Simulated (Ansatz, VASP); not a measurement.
## Two plane-wave programs on MgO

Contents of INCAR:

```
SYSTEM = MgO
PREC = Accurate
ENCUT = 600
EDIFF = 1E-6
ISMEAR = 0
SIGMA = 0.02
LREAL = .FALSE.
LASPH = .TRUE.
NELM = 120
ALGO = Normal
ISIF = 2
LWAVE = .FALSE.
LCHARG = .FALSE.
GGA = CA
NBANDS = 11
GGA_COMPAT = .FALSE.
```

File KPOINTS:

```
Automatic mesh
0
G
  10 10 10
  0 0 0
```

Contents of POSCAR:

```
MgO
1.0
    0.0000000000      2.0795506197      2.0795506197
    2.0795506197      0.0000000000      2.0795506197
    2.0795506197      2.0795506197      0.0000000000
Mg O
1 1
Direct
    0.0000000000      0.0000000000      0.0000000000
    0.5000000000      0.5000000000      0.5000000000
```

Input for Ansatz:

```yaml
crystal:
  lattice:
    - [0.0, 2.0795506197, 2.0795506197]
    - [2.0795506197, 0.0, 2.0795506197]
    - [2.0795506197, 2.0795506197, 0.0]
  atoms:
    - { symbol: Mg, position: [0.0, 0.0, 0.0] }
    - { symbol: O, position: [0.5, 0.5, 0.5] }
basis:
  ecutwfc: 420
kpoints:
  mp_grid: { grid: [10, 10, 10] }
  band_path:
    path:
      - [[0.0, 0.0, 0.0], [0.5, 0.0, 0.5], [0.625, 0.25, 0.625]]
      - [[0.375, 0.375, 0.75], [0.0, 0.0, 0.0], [0.5, 0.5, 0.5], [0.5, 0.25, 0.75], [0.5, 0.0, 0.5]]
    npoints: 10
hamiltonian:
  xc: lda
scf:
  occupations: { method: gaussian, width: 0.02 }
  n_extra_bands: 7
output:
  forces: true
  stress: true
  eigenvalues: true
  write_density: true
  write_potential: true
  elf: true
  volumetric_format: npy
```

Alike in both runs: task single point; functional LDA; k mesh 10 × 10 × 10; occupations gaussian, width 0.02 eV; no spin polarisation.

|  | VASP | Ansatz |
| --- | --- | --- |
| version | VASP 6.6.1 | Ansatz 0.2.0 |
| potentials or method | VASP PAW LDA potentials, release 64 (Mg, O), cutoff 600 eV | scalar-relativistic, plane waves, PAW |
| valence electrons in the cell | 8 | 16 |

VASP gave:

```
gap on the k mesh at the Fermi level (eV) : 5.04
least direct gap on the mesh (eV)         : 5.04
pressure (GPa)                            : -1.9
```

Task: Which values does Ansatz return?

Result: gap on the k mesh at the Fermi level (eV): 5.04; least direct gap on the mesh (eV): 5.04; pressure (GPa): 0.0.

LDA's correlation is that of Perdew and Zunger in VASP and of Perdew and Wang (1992) in Ansatz. VASP's potentials hold 8 valence electrons a cell and Ansatz's 16, so a difference there can come from the potentials and not from the codes.
